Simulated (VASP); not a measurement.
The system is TaN.

```
CELL_PARAMETERS angstrom
2.93800 0.00000 0.00000
-1.46900 2.54438 0.00000
0.00000 0.00000 2.88300
ATOMIC_POSITIONS crystal
Ta 0.00000 0.00000 0.50000
N 0.66667 0.33333 0.00000
```

- Program: VASP 6.6.1
- Task: relaxation of cell and atoms
- Functional: BLYP
- Potentials or basis: VASP PAW PBE potentials, release 64 (Ta_pv, N)
- Cutoff: 600 eV
- k mesh: 8 × 8 × 7
- Occupations: methfessel-paxton, width 0.001 eV
- Spin: non-collinear spin, zero start, spin-orbit coupling
- Starting moments: [[0.0, 0.0, 0.0], [0.0, 0.0, 0.0]] μB

At the start: pressure 18.3 GPa; volume 10.78 Å³/atom.

Where does the relaxation end?

Over 10 steps the energy falls by 31.9 meV/atom and the volume is 11.36 Å³/atom (+5.4 %); space group P-6m2 (No. 187, to 0.1 Å) before and after; moment 0.00 μB per cell.

Step by step:
```
step  energy change (eV)  largest force (eV/Å)  pressure (GPa)  volume (Å³)
   1              0.0000                0.0000           18.32        21.55
   2              0.2261                0.0000          -28.38        25.63
   3             -0.0636                0.0000           -0.68        22.77
   4             -0.0637                0.0000           -0.02        22.72
   5             -0.0637                0.0000            0.30        22.70
   6             -0.0638                0.0000            0.26        22.71
   7             -0.0638                0.0000            0.27        22.70
   8             -0.0638                0.0000            0.26        22.70
   9             -0.0638                0.0000           -0.42        22.76
  10             -0.0638                0.0000            0.00        22.72
```

Final structure:
```
Ta N
1.0
     2.99074    0.00000    0.00000
    -1.49537    2.59006    0.00000
     0.00000    0.00000    2.93355
Ta N
1 1
Direct
  0.00000 0.00000 0.50000
  0.66667 0.33333 0.00000
```

Caveat: the PAW data sets were made with another functional, which shifts forces and pressure a little.
